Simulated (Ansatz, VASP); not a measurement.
## Ga3As3N2: VASP beside Ansatz

Contents of INCAR:

```
SYSTEM = Ga3As3N2
PREC = Accurate
ENCUT = 520
EDIFF = 1E-6
ISMEAR = 0
SIGMA = 0.05
LREAL = .False.
LASPH = .True.
NELM = 120
ALGO = Normal
ISIF = 2
LWAVE = .False.
LCHARG = .False.
LDIPOL = .True.
IDIPOL = 3
DIPOL = 0.5 0.5 0.331
GGA = PE
IVDW = 12
NBANDS = 57
GGA_COMPAT = .False.
NELMDL = -8
```

Contents of KPOINTS:

```
Automatic mesh
0
Gamma
  7 5 1
  0 0 0
```

POSCAR

```
Ga3As3N2
1.0
    4.0137031116      0.0000000000      0.0000000000
    0.0000000000      5.6762333758      0.0000000000
    0.0000000000      0.0000000000     22.8852699092
Ga As N
3 3 2
Direct
    0.5000000000      0.5000000000      0.1747849169
    0.0000000000      0.0653835254      0.2732733389
    0.5000000000      0.4894639615      0.3292030243
    0.0000000000      0.2500000000      0.1747849169
    0.5000000000      0.8102208702      0.2554204538
    0.0000000000      0.2887573197      0.3664046761
    0.5000000000      1.0387573197      0.5149718555
    0.5000000000      1.0387573197      0.5630377077
```

Input for Ansatz:

```yaml
crystal:
  lattice:
    - [4.0137031116, 0.0, 0.0]
    - [0.0, 5.6762333758, 0.0]
    - [0.0, 0.0, 22.8852699092]
  atoms:
    - { symbol: Ga, position: [0.5, 0.5, 0.1747849169] }
    - { symbol: As, position: [0.0, 0.25, 0.1747849169] }
    - { symbol: Ga, position: [0.0, 0.0653835254, 0.2732733389] }
    - { symbol: As, position: [0.5, 0.8102208702, 0.2554204538] }
    - { symbol: Ga, position: [0.5, 0.4894639615, 0.3292030243] }
    - { symbol: As, position: [0.0, 0.2887573197, 0.3664046761] }
    - { symbol: "N", position: [0.5, 1.0387573197, 0.5149718555] }
    - { symbol: "N", position: [0.5, 1.0387573197, 0.5630377077] }
basis:
  ecutwfc: 420
kpoints:
  mp_grid: { grid: [7, 5, 1] }
hamiltonian:
  xc: pbe
  pseudopotentials: { kind: paw, azcp: { folder: soft_1 } }
  dispersion: d3bj
scf:
  occupations: { method: gaussian, width: 0.05 }
output:
  forces: true
  eigenvalues: true
efield:
  axis: 3
  dipole_correction: true
  ramp_width: 0.04
```

Alike in both runs: task single point; functional PBE; dispersion D3(BJ); k mesh 7 × 5 × 1; occupations gaussian, width 0.05 eV; no spin polarisation.

|  | VASP | Ansatz |
| --- | --- | --- |
| version | VASP 6.6.1 | Ansatz 0.2.0 |
| potentials or method | VASP PAW PBE potentials, release 64 (Ga_d, As_d, N), cutoff 520 eV | scalar-relativistic, plane waves, PAW |
| valence electrons in the cell | 94 | 94 |

VASP gave:

- gap on the k mesh at the Fermi level (eV): 0.41
- least direct gap on the mesh (eV): 0.76
- rms of the force components (eV/Å): 0.693

Task: Estimate Ansatz's values.

Result: gap on the k mesh at the Fermi level (eV): 0.41; least direct gap on the mesh (eV): 0.76; rms of the force components (eV/Å): 0.330.

One of these differences is far larger than is usual between the two programs; its cause wasn't traced.

Noted on VASP's run: the standard files for N, O and F lose accuracy on very short bonds.
